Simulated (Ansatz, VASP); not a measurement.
Two plane-wave programs on BeS

```
Be S
1.0
     0.00000    2.36128    2.48936
     2.36128    0.00000    2.48936
     2.36128    2.36128    0.00000
Be S
1 1
Cartesian
  0.0000 0.0000 0.0000
  1.1806 1.1806 1.2447
```

Change from the starting cell: epitaxial_xy strain -3.0%.

Alike in both runs: task single point; functional HSE06; k mesh 6 × 6 × 6; no spin polarisation.

|  | VASP | Ansatz |
| --- | --- | --- |
| version | VASP 6.6.1 | Ansatz 0.2.0 |
| potentials or method | VASP PAW PBE potentials, release 64 (Be, S) | plane waves, PAW |
| plane-wave cutoff (eV) | 520 | 420 |
| occupations | gaussian, width 0.01 eV | fixed |
| valence electrons in the cell | 8 | 8 |

VASP gave:

```
gap on the k mesh at the Fermi level (eV)                     : 3.74
pressure (GPa)                                                : 2.9
traceless stress, the component that is largest in VASP (GPa) : -4.05
```

Task: Which values does Ansatz return?

Result: gap on the k mesh at the Fermi level (eV): 3.74; pressure (GPa): 3.0; traceless stress, the component that is largest in VASP (GPa): -4.05.

Ansatz's warnings: stress exchange threshold loose, stress scf threshold loose.
